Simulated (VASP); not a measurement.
# BaRu: single point with PBE

The system is BaRu.

```
Ba Ru
1.0
     3.95161    0.00000    0.00000
    -1.97580    3.42219    0.00000
     0.00000    0.00000    5.69518
Ba Ru
1 1
Direct
  0.33333 0.66667 0.50000
  0.00000 0.00000 0.00000
```

The cell was built from a structure type or drawn by symmetry, and may not be a known phase.

| Property | Result |
| --- | --- |
| Program | VASP 6.6.1 |
| Task | single point |
| Functional | PBE |
| Potentials or basis | VASP PAW PBE potentials, release 64 (Ba_sv, Ru_pv) |
| Cutoff | 520 eV |
| k mesh | 6 × 6 × 4 |
| Occupations | gaussian, width 0.1 eV |
| Spin | no spin polarisation |

The pressure is -7.7 GPa and the band gap on the k mesh is zero (bands 12 and 13 overlap by 0.39 eV).

Stress tensor (GPa, compression positive):
```
 -5.07   0.00   0.00
  0.00  -5.07   0.00
  0.00   0.00 -13.09
```

Levels at points of the mesh, in eV from the Fermi level:
```csv
k point,band 9,band 10,band 11,band 12,band 13,band 14,band 15,band 16
"(0.00, 0.00, 0.00)",-1.19,-0.34,-0.34,0.00,0.00,1.19,2.68,2.68
"(0.50, 0.00, 0.00)",-1.07,-0.73,-0.27,0.33,0.50,1.35,1.52,2.17
"(0.00, 0.00, 0.50)",-1.27,-0.40,-0.40,-0.25,-0.06,-0.06,2.44,3.05
"(0.50, 0.00, 0.50)",-1.00,-0.63,-0.03,0.29,0.32,0.98,2.13,3.46
```

Wall time 52 s on 1 thread of Intel Xeon 8259CL, on a shared host, peak memory 0.2 GiB.

Caveat: the cell stands under tension; spin-orbit coupling is left out, which moves the levels of the heavy elements.
